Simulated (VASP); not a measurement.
Runs of VASP 6.6.1 on HfB. The structure is that of space group Fm-3m (No. 225), or close to it. The cells are those of the table. 

| cell | gap on the mesh (eV) | pressure (GPa) |
| --- | --- | --- |
| a = 3.234 Å, angles 60.0°, 2 atoms | none | 28.3 |
| a = 3.200 Å, angles 60.0°, 2 atoms | none | 38.1 |
| a = 3.331 Å, angles 60.0°, 2 atoms | none | 5.9 |
| a = 3.299 Å, angles 60.0°, 2 atoms | none | (b) |
| a = 3.267 Å, angles 60.0°, 2 atoms | none | (a) |

Alike in all rows: task single point; level LDA; potentials or basis VASP PAW LDA potentials, release 64 (Hf_pv, B); no spin polarisation; k mesh 11 × 11 × 11; cutoff (eV) 520; smearing methfessel-paxton 0.05 eV.

Estimate the missing entries.

(a) 19.8; (b) 12.3.

Caveats: spin-orbit coupling is left out, which moves the levels of the heavy elements.

A k mesh can miss the band edges, and the runs leave out spin-orbit coupling on Hf.

A gap of «none» marks levels without a gap at the run's occupations.
